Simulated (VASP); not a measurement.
# P (I4_1/amd) in VASP: notebook

Runs on P. Level: PBE. Tasks: single point.

Everything below comes from runs of VASP 6.6.1. Logs are shortened: lines on timing, memory, paths and dates and some standing lists are left out, and cuts for length are marked.

### 1 The cell of the first run

It takes space group I4_1/amd (No. 141, tetragonal). The conventional cell has a = 4.440 Å, b = 4.440 Å, c = 2.321 Å, α = 90.00°, β = 90.00°, γ = 90.00°. Within 3.0 Å of P (site symmetry -4m2) lie 10 P at 2.29 to 2.82 Å.

### 2 Single point, PBE (11.44 Å³/atom)

Input file INCAR:

```
SYSTEM = P
ALGO = Normal
EDIFF = 1E-7
ENCUT = 520
GGA = PE
ISIF = 2
ISMEAR = -1
LASPH = .TRUE.
LCHARG = .TRUE.
LELF = .TRUE.
LREAL = .FALSE.
LVHAR = .TRUE.
LWAVE = .FALSE.
NBANDS = 12
NELM = 80
PREC = Accurate
SIGMA = 0.1
```

Input file KPOINTS:

```
k-points
0
G
  18 18 18
  0 0 0
```

Input file POSCAR:

```
P
1.0
   -2.2201846605      2.2201846605      1.1604790518
    2.2201846605     -2.2201846605      1.1604790518
    2.2201846605      2.2201846605     -1.1604790518
P
2
Direct
   -0.3750000000     -0.1250000000     -0.2500000000
    0.3750000000      0.1250000000      0.2500000000
```

Potentials or basis: VASP PAW PBE potentials, release 64 (P).

On the command line:

```console
> cat potpaw_PBE.64/P/POTCAR > POTCAR
> mpirun -np 1 vasp_std > vasp.out
```

OUTCAR:

```text
SYSTEM = P
   EDIFF = 1E-7
   ENCUT = 520
   GGA = PE
   ISIF = 2
   ISMEAR = -1
   LASPH = .TRUE.
   LREAL = .FALSE.
   NELM = 80
   PREC = Accurate

 ion  position               nearest neighbor table
   1  0.625  0.875  0.750-   2 2.29   2 2.29   2 2.29   2 2.29   2 2.82   2 2.82   2 2.82   2 2.82

   2  0.375  0.125  0.250-   1 2.29   1 2.29   1 2.29   1 2.29   1 2.82   1 2.82   1 2.82   1 2.82

  LATTYP: Found a body centered tetragonal cell.
 ALAT       =     4.4403693210
 C/A-ratio  =     0.5226948337

  Lattice vectors:

 A1 = (  -2.2201846605,   2.2201846605,   1.1604790518)
 A2 = (   2.2201846605,  -2.2201846605,   1.1604790518)
 A3 = (   2.2201846605,   2.2201846605,  -1.1604790518)

Analysis of symmetry for initial positions (statically):
=====================================================================
 Subroutine PRICEL returns:
 Original cell was already a primitive cell.

 Routine SETGRP: Setting up the symmetry group for a
 body centered tetragonal supercell.

 Subroutine GETGRP returns: Found 16 space group operations
 (whereof  4 operations were pure point group operations)
 out of a pool of 16 trial point group operations.

The static configuration has the point symmetry C_2h.
 The point group associated with its full space group is D_4h.

Analysis of symmetry for dynamics (positions and initial velocities):
=====================================================================
 Subroutine PRICEL returns:
 Original cell was already a primitive cell.

 Routine SETGRP: Setting up the symmetry group for a
 body centered tetragonal supercell.

 Subroutine GETGRP returns: Found 16 space group operations
 (whereof  4 operations were pure point group operations)
 out of a pool of 16 trial point group operations.

The dynamic configuration has the point symmetry C_2h.
 The point group associated with its full space group is D_4h.

 Subroutine INISYM returns: Found 16 space group operations
 (whereof  4 operations are pure point group operations),
 and found     1 'primitive' translations

----------------------------------------------------------------------------------------

                                     Primitive cell

  volume of cell :      22.8810

  direct lattice vectors                    reciprocal lattice vectors
    -2.220184661  2.220184661  1.160479052     0.000000000  0.225206492  0.430856549
     2.220184661 -2.220184661  1.160479052     0.225206492  0.000000000  0.430856549
     2.220184661  2.220184661 -1.160479052     0.225206492  0.225206492  0.000000000

  length of vectors
     3.347409668  3.347409668  3.347409668     0.486163893  0.486163893  0.318490076

  position of ions in fractional coordinates (direct lattice)
     0.625000000  0.875000000  0.750000000
     0.375000000  0.125000000  0.250000000

  ion indices of the primitive-cell ions
   primitive index   ion index
                 1           1
                 2           2

----------------------------------------------------------------------------------------

 KPOINTS: k-points

Automatic generation of k-mesh.
 Grid dimensions read from file:
 generate k-points for:   18   18   18

 Generating k-lattice:

  Cartesian coordinates                     Fractional coordinates (reciprocal lattice)
     0.000000000  0.012511472  0.023936475     0.055555556 -0.000000000  0.000000000
     0.012511472  0.000000000  0.023936475    -0.000000000  0.055555556  0.000000000
     0.012511472  0.012511472  0.000000000     0.000000000  0.000000000  0.055555556

  Length of vectors
     0.027009105  0.027009105  0.017693893

  Shift w.r.t. Gamma in fractional coordinates (k-lattice)
     0.000000000  0.000000000  0.000000000

 Subroutine IBZKPT returns following result:
 ===========================================

 Found    480 irreducible k-points:

 Following reciprocal coordinates:
            Coordinates               Weight
  0.000000  0.000000  0.000000      1.000000
  0.055556  0.000000  0.000000      8.000000
  0.111111  0.000000  0.000000      8.000000
  0.166667 -0.000000  0.000000      8.000000
  0.222222 -0.000000  0.000000      8.000000
  0.277778  0.000000  0.000000      8.000000
[... 16 lines left out ...]
 -0.277778  0.055556 -0.000000     16.000000
 -0.222222  0.055556 -0.000000     16.000000
 [... further k-points ...]
   k-points           NKPTS =    480   k-points in BZ     NKDIM =    480   number of bands    NBANDS=     12
   number of dos      NEDOS =    301   number of ions     NIONS =      2
   total plane-waves  NPLWV =  21952
   dimension x,y,z NGX =    28 NGY =   28 NGZ =   28
   dimension x,y,z NGXF=    56 NGYF=   56 NGZF=   56
   ions per type =               2
   NGX,Y,Z   is equivalent  to a cutoff of  13.91, 13.91, 13.91 a.u.
   NGXF,Y,Z  is equivalent  to a cutoff of  27.81, 27.81, 27.81 a.u.
 SYSTEM =  P
   PREC   = accura    normal or accurate (medium, high low for compatibility)
   ISTART =      0    job   : 0-new  1-cont  2-samecut
   ICHARG =      2    charge: 1-file 2-atom 10-const
   ISPIN  =      1    spin polarized calculation?
   LNONCOLLINEAR =      F non collinear calculations
   LSORBIT =      F    spin-orbit coupling
   LASPH  =      T    aspherical Exc in radial PAW
   ENCUT  =  520.0 eV  38.22 Ry    6.18 a.u.   6.22  6.22  6.22*2*pi/ulx,y,z
   NELM   =     80;   NELMIN=  2; NELMDL= -5     # of ELM steps
   EDIFF  = 0.1E-06   stopping-criterion for ELM
   LREAL  =      F    real-space projection
   EDIFFG = 0.1E-05   stopping-criterion for IOM
   NSW    =      0    number of steps for IOM
   IBRION =     -1    ionic relax: 0-MD 1-quasi-New 2-CG
   NFREE  =      0    steps in history (QN), initial steepest desc. (CG)
   ISIF   =      2    stress and relaxation
   ISYM   =      2    0-nonsym 1-usesym 2-fastsym
   POTIM  = 0.5000    time-step for ionic-motion
   TEBEG  =    0.0;   TEEND  =   0.0 temperature during run
   PSTRESS=    0.0 pullay stress
   NELECT =      10.0000    total number of electrons
   NUPDOWN=      -1.0000    fix difference up-down
   EMIN   =  10.00;   EMAX   =-10.00  energy-range for DOS
   EFERMI =   0.00;   METHOD = LEGACY
   ISMEAR =    -1;   SIGMA  =   0.10  broadening in eV -4-tet -1-fermi 0-gaus
   EFERMI_NEDOS =   21; number of points for ismear=-14 and -15
   IALGO  =     38    algorithm
   IMIX   =      4    mixing-type and parameters
     AMIX     =   0.40;   BMIX     =  1.00
     AMIX_MAG =   1.60;   BMIX_MAG =  1.00
  volume/ion in A,a.u.               =      11.44        77.20
  Fermi-wavevector in a.u.,A,eV,Ry     =   1.242366  2.347732 21.000239  1.543474
  Thomas-Fermi vector in A             =   2.376724
   LORBIT       =      0    0 simple, 1 ext, 2 COOP (PROOUT), +10 PAW based schemes
   GGA     = PE    functional components
   LHFCALC =     F    Hartree Fock is set to
   AEXX    =    0.0000 exact exchange contribution
   IVDW    =     0    specifies the selected vdW correction
   LEPSILON=     F    determine dielectric tensor
   LRPA    =     F    only Hartree local field effects (RPA)
 non-spin polarized calculation
  energy-cutoff  :      520.00
  volume of cell :       22.88
 maximum number of plane-waves:       636
 NGX is ok and might be reduce to    28
   NGX = 13   NGY = 13   NGZ = 13

 number of electron      10.0000000 magnetization

 number of electron       9.9999999 magnetization

 Free energy of the ion-electron system (eV)
  ---------------------------------------------------
  ext. energy  EPLUGINS =         0.00000000
  ---------------------------------------------------
  free energy    TOTEN  =        -9.21501444 eV

  energy without entropy =       -9.19056429  energy(sigma->0) =       -9.20278936

 E-fermi :  13.7818     XC(G=0): -12.4555

 val. band max:       13.7811076991   @ k =   0.4444   0.1111  -0.0000
 cond. band min:      13.7835622602   @ k =  -0.4444   0.4444   0.0000
 fundamental gap:      0.0024545612
 Fermi energy:        13.7817746307

 k-point     1 :       0.0000    0.0000    0.0000
  band No.  band energies     occupation
      1      -5.6957      2.00000
      2       6.9651      2.00000
      3       7.3121      2.00000
      4       7.3121      2.00000
      5      13.1088      1.99761
      6      19.9680      0.00000
      7      20.1831      0.00000
      8      20.1831      0.00000
      9      22.5105      0.00000
     10      22.9011      0.00000
     11      23.5485      0.00000
     12      27.3167      0.00000

 k-point     2 :       0.0556    0.0000    0.0000
  band No.  band energies     occupation
      1      -5.5924      2.00000
      2       6.4684      2.00000
      3       7.2979      2.00000
      4       7.9890      2.00000
      5      13.3164      1.98113
      6      19.0152      0.00000
      7      20.1915      0.00000
      8      20.5432      0.00000
      9      20.9296      0.00000
     10      22.8347      0.00000
     11      24.5079      0.00000
     12      27.1300      0.00000

 k-point     3 :       0.1111    0.0000    0.0000
  band No.  band energies     occupation
      1      -5.2826      2.00000
      2       6.0150      2.00000
      3       7.2774      2.00000
      4       8.9757      2.00000
      5      13.9131      0.42387
      6      17.7564      0.00000
      7      18.6417      0.00000
      8      20.0572      0.00000
      9      20.1392      0.00000
     10      22.4152      0.00000
     11      25.0100      0.00000
     12      25.3392      0.00000
[... 286 lines left out ...]
 k-point    23 :      -0.2778    0.0556   -0.0000
  band No.  band energies     occupation
      1      -3.8317      2.00000
      2       4.8764      2.00000
      3       7.2531      2.00000
      4      11.6211      2.00000
      5      13.9557      0.29886
      6      14.6090      0.00051
      7      16.6757      0.00000
      8      17.2202      0.00000
      9      19.0456      0.00000
     10      21.4994      0.00000
     11      23.2542      0.00000
     12      26.4684      0.00000

 k-point    24 :      -0.2222    0.0556   -0.0000
  band No.  band energies     occupation
      1      -4.5929      2.00000
      2       4.9054      2.00000
      3       7.1678      2.00000
      4      10.8351      2.00000
      5      15.3927      0.00000
      6      15.7480      0.00000
      7      16.1950      0.00000
      8      18.4060      0.00000
      9      19.7481      0.00000
     10      22.3296      0.00000
     11      23.8072      0.00000
     12      25.8700      0.00000

 [... further k-points ...]

------------------------ aborting loop because EDIFF is reached ----------------------------------------

  FORCE on cell =-STRESS in cart. coord.  units (eV):
  Direction    XX          YY          ZZ          XY          YZ          ZX
  --------------------------------------------------------------------------------------
  -------------------------------------------------------------------------------------
  Total        5.7205160      5.7205160      5.7071694      0.0000000      0.0000000     -0.0000000
  in kB      400.5625069    400.5625069    399.6279495      0.0000000      0.0000000     -0.0000000
  external PRESSURE =     400.2509878 kB  Pullay stress =       0.0000000 kB

 VOLUME and BASIS-vectors are now :
 -----------------------------------------------------------------------------
  energy-cutoff  :      520.00
  volume of cell :       22.88
      direct lattice vectors                 reciprocal lattice vectors
    -2.220184661  2.220184661  1.160479052     0.000000000  0.225206492  0.430856549
     2.220184661 -2.220184661  1.160479052     0.225206492  0.000000000  0.430856549
     2.220184661  2.220184661 -1.160479052     0.225206492  0.225206492  0.000000000

 POSITION                                       TOTAL-FORCE (eV/Angst)
 -----------------------------------------------------------------------------------
      2.22018      1.11009      0.87036         0.000000     -0.000000      0.000000
      0.00000      1.11009      0.29012        -0.000000      0.000000     -0.000000
 -----------------------------------------------------------------------------------
    total drift:                               -0.000000      0.000000     -0.000000

  FREE ENERGIE OF THE ION-ELECTRON SYSTEM (eV)
  ---------------------------------------------------
  free  energy   TOTEN  =        -9.2150144350 eV

  energy  without entropy=       -9.1905642868  energy(sigma->0) =       -9.20278936
```

It took 3.6 min on 1 thread of Intel Xeon 8259CL, shared host; peak memory 0.23 GiB.

What came out:

```
Free energy            : -9.2150 eV
Pressure               : 40.0 GPa
Band gap on the k mesh : zero (bands 5 and 6 overlap by 7.62 eV)
```

Stress tensor (GPa, compression positive):
```
40.06  0.00  0.00
 0.00 40.06  0.00
 0.00  0.00 39.96
```

Caveat: the cell stands under pressure.

(Continued in part 2 of 2.)

The gap in the log of VASP goes by the Fermi energy; the results here count the filled bands.